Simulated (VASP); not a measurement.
# TiO2 (I4_1/amd) in VASP: single point with PBE

Aim: the single point of TiO2 with PBE.

All numbers are computed with VASP 6.6.1; they aren't measurements. Logs are shortened: lines on timing, memory, paths and dates and some standing lists are left out, and cuts for length are marked.

**1. The cell of the first run**

It takes space group I4_1/amd (No. 141, tetragonal). Conventional cell: a = 3.829 Å, b = 3.829 Å, c = 9.929 Å, α = 90.00°, β = 90.00°, γ = 90.00°. Within 2.6 Å of Ti (site symmetry -4m2) lie 6 O at 1.97 to 2.02 Å. O (site symmetry 2mm) has 3 Ti at 1.97 to 2.02 Å and 2 O at 2.47 Å within 2.6 Å.

**2. Single point, PBE (12.13 Å³/atom)**

Input file INCAR:

```
PREC = Accurate
ENCUT = 520
EDIFF = 1E-6
ISMEAR = 0
SIGMA = 0.05
LREAL = F
LASPH = T
NELM = 60
ALGO = Normal
ISIF = 2
LWAVE = F
LCHARG = F
GGA = PE
NBANDS = 33
```

Input file KPOINTS:

```
Automatic mesh
0
Gamma
  10 10 10
```

Input file POSCAR:

```
TiO2
1.0
   -1.9146240226      1.9146240226      4.9644185516
    1.9146240226     -1.9146240226      4.9644185516
    1.9146240226      1.9146240226     -4.9644185516
Ti O
2 4
Direct
    0.0000000000      0.0000000000      0.0000000000
    0.7500000000      0.2500000000      0.5000000000
    0.2038484298      0.2038484298      0.0000000000
    0.9538484298      0.4538484298      0.5000000000
    0.5461515702      0.0461515702      0.5000000000
    0.7961515702      0.7961515702      0.0000000000
```

Potentials or basis: VASP PAW PBE potentials, release 64 (Ti_sv, O).

The run is started by

```bash
cat potpaw_PBE.64/Ti_sv/POTCAR potpaw_PBE.64/O/POTCAR > POTCAR
mpirun -np 1 vasp_std > vasp.out
```

OUTCAR:

```text
PREC = Accurate
   ENCUT = 520
   EDIFF = 1E-6
   ISMEAR = 0
   LREAL = F
   LASPH = T
   NELM = 60
   ISIF = 2
   GGA = PE

 ion  position               nearest neighbor table
   1  0.000  0.000  0.000-   5 1.97   4 1.97   5 1.97   4 1.97   3 2.02   6 2.02
   2  0.750  0.250  0.500-   6 1.97   3 1.97   6 1.97   3 1.97   4 2.02   5 2.02
   3  0.204  0.204  0.000-   2 1.97   2 1.97   1 2.02
   4  0.954  0.454  0.500-   1 1.97   1 1.97   2 2.02
   5  0.546  0.046  0.500-   1 1.97   1 1.97   2 2.02
   6  0.796  0.796  0.000-   2 1.97   2 1.97   1 2.02

  LATTYP: Found a body centered tetragonal cell.
 ALAT       =     3.8292480452
 C/A-ratio  =     2.5928947370

  Lattice vectors:

 A1 = (  -1.9146240226,   1.9146240226,   4.9644185516)
 A2 = (   1.9146240226,  -1.9146240226,   4.9644185516)
 A3 = (   1.9146240226,   1.9146240226,  -4.9644185516)

Analysis of symmetry for initial positions (statically):
=====================================================================
 Subroutine PRICEL returns:
 Original cell was already a primitive cell.

 Routine SETGRP: Setting up the symmetry group for a
 body centered tetragonal supercell.

 Subroutine GETGRP returns: Found 16 space group operations
 (whereof  8 operations were pure point group operations)
 out of a pool of 16 trial point group operations.

The static configuration has the point symmetry D_2d.
 The point group associated with its full space group is D_4h.

Analysis of symmetry for dynamics (positions and initial velocities):
=====================================================================
 Subroutine PRICEL returns:
 Original cell was already a primitive cell.

 Routine SETGRP: Setting up the symmetry group for a
 body centered tetragonal supercell.

 Subroutine GETGRP returns: Found 16 space group operations
 (whereof  8 operations were pure point group operations)
 out of a pool of 16 trial point group operations.

The dynamic configuration has the point symmetry D_2d.
 The point group associated with its full space group is D_4h.

 Subroutine INISYM returns: Found 16 space group operations
 (whereof  8 operations are pure point group operations),
 and found     1 'primitive' translations

----------------------------------------------------------------------------------------

                                     Primitive cell

  volume of cell :      72.7940

  direct lattice vectors                    reciprocal lattice vectors
    -1.914624023  1.914624023  4.964418552     0.000000000  0.261147878  0.100716729
     1.914624023 -1.914624023  4.964418552     0.261147878  0.000000000  0.100716729
     1.914624023  1.914624023 -4.964418552     0.261147878  0.261147878  0.000000000

  length of vectors
     5.654822884  5.654822884  5.654822884     0.279896541  0.279896541  0.369318870

  position of ions in fractional coordinates (direct lattice)
     0.000000000  0.000000000  0.000000000
     0.750000000  0.250000000  0.500000000
     0.203848430  0.203848430  0.000000000
     0.953848430  0.453848430  0.500000000
     0.546151570  0.046151570  0.500000000
     0.796151570  0.796151570  0.000000000

  ion indices of the primitive-cell ions
   primitive index   ion index
                 1           1
                 2           2
                 3           3
                 4           4
                 5           5
                 6           6

----------------------------------------------------------------------------------------

 KPOINTS: Automatic mesh

Automatic generation of k-mesh.
 Grid dimensions read from file:
 generate k-points for:   10   10   10

 Generating k-lattice:

  Cartesian coordinates                     Fractional coordinates (reciprocal lattice)
     0.000000000  0.026114788  0.010071673     0.100000000  0.000000000  0.000000000
     0.026114788  0.000000000  0.010071673     0.000000000  0.100000000  0.000000000
     0.026114788  0.026114788  0.000000000     0.000000000  0.000000000  0.100000000

  Length of vectors
     0.027989654  0.027989654  0.036931887

  Shift w.r.t. Gamma in fractional coordinates (k-lattice)
     0.000000000  0.000000000  0.000000000

 Subroutine IBZKPT returns following result:
 ===========================================

 Found    102 irreducible k-points:

 Following reciprocal coordinates:
            Coordinates               Weight
  0.000000  0.000000  0.000000      1.000000
  0.100000 -0.000000  0.000000      8.000000
  0.200000 -0.000000  0.000000      8.000000
  0.300000 -0.000000  0.000000      8.000000
  0.400000 -0.000000  0.000000      8.000000
  0.500000 -0.000000  0.000000      4.000000
[... 16 lines left out ...]
  0.300000  0.300000  0.000000      8.000000
  0.400000  0.300000  0.000000     16.000000
 [... further k-points ...]
   k-points           NKPTS =    102   k-points in BZ     NKDIM =    102   number of bands    NBANDS=     33
   number of dos      NEDOS =    301   number of ions     NIONS =      6
   total plane-waves  NPLWV =  74088
   dimension x,y,z NGX =    42 NGY =   42 NGZ =   42
   dimension x,y,z NGXF=    84 NGYF=   84 NGZF=   84
   ions per type =               2   4
   NGX,Y,Z   is equivalent  to a cutoff of  12.35, 12.35, 12.35 a.u.
   NGXF,Y,Z  is equivalent  to a cutoff of  24.70, 24.70, 24.70 a.u.
 SYSTEM =  unknown system
   PREC   = accura    normal or accurate (medium, high low for compatibility)
   ISTART =      0    job   : 0-new  1-cont  2-samecut
   ICHARG =      2    charge: 1-file 2-atom 10-const
   ISPIN  =      1    spin polarized calculation?
   LNONCOLLINEAR =      F non collinear calculations
   LSORBIT =      F    spin-orbit coupling
   LASPH  =      T    aspherical Exc in radial PAW
   ENCUT  =  520.0 eV  38.22 Ry    6.18 a.u.  10.51 10.51 10.51*2*pi/ulx,y,z
   NELM   =     60;   NELMIN=  2; NELMDL= -5     # of ELM steps
   EDIFF  = 0.1E-05   stopping-criterion for ELM
   LREAL  =      F    real-space projection
   EDIFFG = 0.1E-04   stopping-criterion for IOM
   NSW    =      0    number of steps for IOM
   IBRION =     -1    ionic relax: 0-MD 1-quasi-New 2-CG
   NFREE  =      0    steps in history (QN), initial steepest desc. (CG)
   ISIF   =      2    stress and relaxation
   ISYM   =      2    0-nonsym 1-usesym 2-fastsym
   POTIM  = 0.5000    time-step for ionic-motion
   TEBEG  =    0.0;   TEEND  =   0.0 temperature during run
   PSTRESS=    0.0 pullay stress
   NELECT =      48.0000    total number of electrons
   NUPDOWN=      -1.0000    fix difference up-down
   EMIN   =  10.00;   EMAX   =-10.00  energy-range for DOS
   EFERMI =   0.00;   METHOD = LEGACY
   ISMEAR =     0;   SIGMA  =   0.05  broadening in eV -4-tet -1-fermi 0-gaus
   EFERMI_NEDOS =   21; number of points for ismear=-14 and -15
   IALGO  =     38    algorithm
   IMIX   =      4    mixing-type and parameters
     AMIX     =   0.40;   BMIX     =  1.00
     AMIX_MAG =   1.60;   BMIX_MAG =  1.00
  volume/ion in A,a.u.               =      12.13        81.87
  Fermi-wavevector in a.u.,A,eV,Ry     =   1.424919  2.692706 27.625182  2.030394
  Thomas-Fermi vector in A             =   2.545358
   LORBIT       =      0    0 simple, 1 ext, 2 COOP (PROOUT), +10 PAW based schemes
   GGA     = PE    functional components
   LHFCALC =     F    Hartree Fock is set to
   AEXX    =    0.0000 exact exchange contribution
   IVDW    =     0    specifies the selected vdW correction
   LEPSILON=     F    determine dielectric tensor
   LRPA    =     F    only Hartree local field effects (RPA)
 non-spin polarized calculation
 Gauss-broadening in eV      SIGMA  =   0.05
  energy-cutoff  :      520.00
  volume of cell :       72.79
 maximum number of plane-waves:      1995
   NGX = 21   NGY = 21   NGZ = 21

 number of electron      47.9999998 magnetization

 Free energy of the ion-electron system (eV)
  ---------------------------------------------------
  ext. energy  EPLUGINS =         0.00000000
  ---------------------------------------------------
  free energy    TOTEN  =       -53.82079153 eV

  energy without entropy =      -53.82079153  energy(sigma->0) =      -53.82079153

 E-fermi :   3.1051     XC(G=0): -10.3840

 val. band max:        2.7700365352   @ k =  -0.4000   0.4000   0.0000
 cond. band min:       4.8813675284   @ k =   0.0000   0.0000   0.0000
 fundamental gap:      2.1113309933
 Fermi energy:         3.1051485508

 k-point     1 :       0.0000    0.0000    0.0000
  band No.  band energies     occupation
      1     -53.7710      2.00000
      2     -53.7303      2.00000
      3     -30.1538      2.00000
      4     -29.9613      2.00000
      5     -29.9613      2.00000
      6     -29.9111      2.00000
[... 25 lines left out ...]
     32       7.5595      0.00000
     33       7.7963      0.00000

 k-point     2 :       0.1000   -0.0000    0.0000
  band No.  band energies     occupation
      1     -53.7700      2.00000
      2     -53.7309      2.00000
      3     -30.1514      2.00000
      4     -29.9713      2.00000
      5     -29.9620      2.00000
      6     -29.9155      2.00000
[... 25 lines left out ...]
     32       7.8376      0.00000
     33       8.0408      0.00000

 k-point     3 :       0.2000   -0.0000    0.0000
  band No.  band energies     occupation
      1     -53.7675      2.00000
      2     -53.7325      2.00000
      3     -30.1449      2.00000
      4     -29.9965      2.00000
      5     -29.9635      2.00000
      6     -29.9263      2.00000
[... 25 lines left out ...]
     32       8.1773      0.00000
     33       8.3951      0.00000

 k-point     4 :       0.3000   -0.0000    0.0000
  band No.  band energies     occupation
      1     -53.7639      2.00000
      2     -53.7349      2.00000
      3     -30.1368      2.00000
      4     -30.0271      2.00000
      5     -29.9653      2.00000
      6     -29.9372      2.00000
[... 673 lines left out ...]
     32       8.7622      0.00000
     33       8.9008      0.00000

 k-point    23 :       0.3000    0.3000    0.0000
  band No.  band energies     occupation
      1     -53.7553      2.00000
      2     -53.7412      2.00000
      3     -30.1139      2.00000
      4     -30.0658      2.00000
      5     -29.9980      2.00000
      6     -29.9651      2.00000
[... 25 lines left out ...]
     32       8.7229      0.00000
     33       9.5658      0.00000

 k-point    24 :       0.4000    0.3000    0.0000
  band No.  band energies     occupation
      1     -53.7526      2.00000
      2     -53.7430      2.00000
      3     -30.1150      2.00000
      4     -30.0828      2.00000
      5     -29.9999      2.00000
      6     -29.9774      2.00000
[... 25 lines left out ...]
     32       8.7385      0.00000
     33       9.5974      0.00000

 [... further k-points ...]

------------------------ aborting loop because EDIFF is reached ----------------------------------------

  FORCE on cell =-STRESS in cart. coord.  units (eV):
  Direction    XX          YY          ZZ          XY          YZ          ZX
  --------------------------------------------------------------------------------------
  -------------------------------------------------------------------------------------
  Total       -2.6860580     -2.6860580     -2.6118670      0.0000000      0.0000000      0.0000000
  in kB      -59.1194767    -59.1194767    -57.4865508      0.0000000      0.0000000      0.0000000
  external PRESSURE =     -58.5751681 kB  Pullay stress =       0.0000000 kB

 VOLUME and BASIS-vectors are now :
 -----------------------------------------------------------------------------
  energy-cutoff  :      520.00
  volume of cell :       72.79
      direct lattice vectors                 reciprocal lattice vectors
    -1.914624023  1.914624023  4.964418552     0.000000000  0.261147878  0.100716729
     1.914624023 -1.914624023  4.964418552     0.261147878  0.000000000  0.100716729
     1.914624023  1.914624023 -4.964418552     0.261147878  0.261147878  0.000000000

 POSITION                                       TOTAL-FORCE (eV/Angst)
 -----------------------------------------------------------------------------------
      0.00000      0.00000      0.00000        -0.000000     -0.000000      0.000000
      0.00000      1.91462      2.48221        -0.000000     -0.000000     -0.000000
      0.00000      0.00000      2.02398        -0.000000     -0.000000      0.017514
     -0.00000      1.91462      4.50619         0.000000      0.000000      0.017514
      0.00000      1.91462      0.45823         0.000000      0.000000     -0.017514
      0.00000      0.00000      7.90486        -0.000000     -0.000000     -0.017514
 -----------------------------------------------------------------------------------
    total drift:                                0.000000      0.000000     -0.000000

  FREE ENERGIE OF THE ION-ELECTRON SYSTEM (eV)
  ---------------------------------------------------
  free  energy   TOTEN  =       -53.8207915350 eV

  energy  without entropy=      -53.8207915350  energy(sigma->0) =      -53.82079153
```

Run time: 17 min. Hardware: 1 thread of Intel Xeon 8259CL, shared host; peak memory 0.38 GiB.

What came out:

```
Free energy            : -53.8208 eV
Pressure               : -5.9 GPa
Largest force          : 0.018 eV/Å
Band gap on the k mesh : 2.11 eV (least direct gap 2.34 eV)
```

Forces in eV/Å, atoms in the order of the input:
```
Ti   0.000  0.000  0.000
Ti   0.000  0.000  0.000
O    0.000  0.000  0.018
O    0.000  0.000  0.018
O    0.000  0.000 -0.018
O    0.000  0.000 -0.018
```

Stress tensor (GPa, compression positive):
```
-5.91  0.00  0.00
 0.00 -5.91  0.00
 0.00  0.00 -5.75
```

Caveat: the cell stands under tension. A k mesh can miss the band edges.
